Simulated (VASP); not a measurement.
HfH2, 3 atoms in the cell. The structure is tetragonal, space group I4/mmm (No. 139). Conventional cell: a = 3.478 Å, b = 3.478 Å, c = 4.361 Å, α = 90.00°, β = 90.00°, γ = 90.00°. Hf (site symmetry 4/mmm) has 8 H at 2.05 Å within 2.7 Å. H (site symmetry -4m2) has 4 Hf at 2.05 Å and 6 H at 2.18 to 2.46 Å within 2.7 Å. 

| Item | Value |
| --- | --- |
| Program | VASP 6.6.1 |
| Task | relaxation of cell and atoms |
| Functional | PBEsol |
| Potentials or basis | VASP PAW PBE potentials, release 64 (Hf_pv, H) |
| Cutoff | 600 eV |
| k mesh | 16 × 16 × 16 |
| Occupations | gaussian, width 0.1 eV |
| Spin | no spin polarisation |
| Dipole correction | no |
| Further INCAR settings | ALGO = Normal; EDIFF = 1e-06; IBRION = 2; EDIFFG = -0.005; NSW = 100; ISIF = 3 |

Potentials or basis: VASP PAW PBE potentials, release 64 (Hf_pv, H).

Command:

```console
$ cat potpaw_PBE.64/Hf_pv/POTCAR potpaw_PBE.64/H/POTCAR > POTCAR
$ mpirun -np 1 vasp_std > vasp.out
```

Hardware: 1 thread of Intel(R) Xeon(R) Platinum 8259CL CPU @ 2.50GHz (Skylake/Cascade Lake), with other jobs on the host.

Question: Estimate the wall time of this run.

Answer: Run time: 5.3 min on 1 thread of Intel(R) Xeon(R) Platinum 8259CL CPU @ 2.50GHz (Skylake/Cascade Lake) (shared host), peak memory 0.27 GiB. Counts: scf iterations 41, k points 349, ion steps 6.
